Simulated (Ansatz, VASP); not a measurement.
CrSbC3: VASP beside Ansatz

```
Cr Sb C
1.0
     4.03061    0.00000    0.00000
     0.00000    4.03061    0.00000
     0.00000    0.00000    3.84615
Cr Sb C
1 1 3
Direct
  0.50000 0.50000 0.44726
  0.00000 0.00000 0.15880
  0.50000 0.50000 0.93515
  0.00000 0.50000 0.45940
  0.50000 0.00000 0.45940
```

Alike in both runs: functional PBE; k mesh 4 × 4 × 4; occupations gaussian, width 0.1 eV; no spin polarisation.

Ansatz relaxed the structure, and its values are those at the end. VASP's run is a single point on that final structure, the one shown.

```csv
,VASP,Ansatz
version,VASP 6.6.1,Ansatz 0.2.0
potentials or method,"VASP PAW PBE potentials, release 64 (Cr_pv, Sb, C), cutoff 520 eV","scalar-relativistic, plane waves, PAW"
valence electrons in the cell,29,41
```

```tsv
	VASP	Ansatz	Ansatz less VASP
gap on the k mesh at the Fermi level (eV)	none	none	-
pressure (GPa)	0.1	0.2	+0.10
rms of the force components (eV/Å)	0.018	0.010	-0.0084
```

A gap of «none» marks a metal or a gap that the smearing closes. With one functional, cell and mesh, what is left measures potentials, basis and numerics. VASP's potentials hold 29 valence electrons a cell and Ansatz's 41, so a difference there can come from the potentials and not from the codes.

The k mesh is coarse, so the values compare programs but aren't converged. Neither program's run includes spin-orbit coupling.
